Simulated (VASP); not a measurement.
**CsPbBr3: single point with r2SCAN**

Crystal: CsPbBr3.

```
Pb Cs Br
1.0
     5.87000    0.00000    0.00000
     0.00000    5.87000    0.00000
     0.00000    0.00000    5.87000
Pb Cs Br
1 1 3
Direct
  0.50000 0.50000 0.50000
  0.00000 0.00000 0.00000
  0.50000 0.50000 0.00000
  0.50000 0.00000 0.50000
  0.00000 0.50000 0.50000
```

* Program: VASP 6.6.1
* Task: single point
* Functional: r2SCAN
* Potentials or basis: VASP PAW PBE potentials, release 64 (Pb_d, Cs_sv, Br)
* Cutoff: 520 eV
* k mesh: 5 × 5 × 5
* Occupations: fermi-dirac, width 0.05 eV
* Spin: no spin polarisation
* Dipole correction: no
* Further INCAR settings: ALGO = Normal; EDIFF = 1e-06; NBANDS = 30

```yaml
Pressure: 0.7 GPa
Band_gap_on_the_k_mesh: 2.99 eV, direct
```

Levels at points of the mesh, in eV from the valence-band top:
```csv
k point,band 20,band 21,band 22,band 23,band 24,band 25
"(0.00, 0.00, 0.00)",-1.61,-1.61,-1.61,4.09,5.06,5.06
```

It took 110 s on 1 thread of Intel(R) Xeon(R) 6975P-C (Granite Rapids), with other jobs on the host, peak memory 0.39 GiB.

Caveat: the PAW data sets were made with another functional, which shifts forces and pressure a little; spin-orbit coupling is left out, which moves the levels of the heavy elements. A k mesh can miss the band edges.
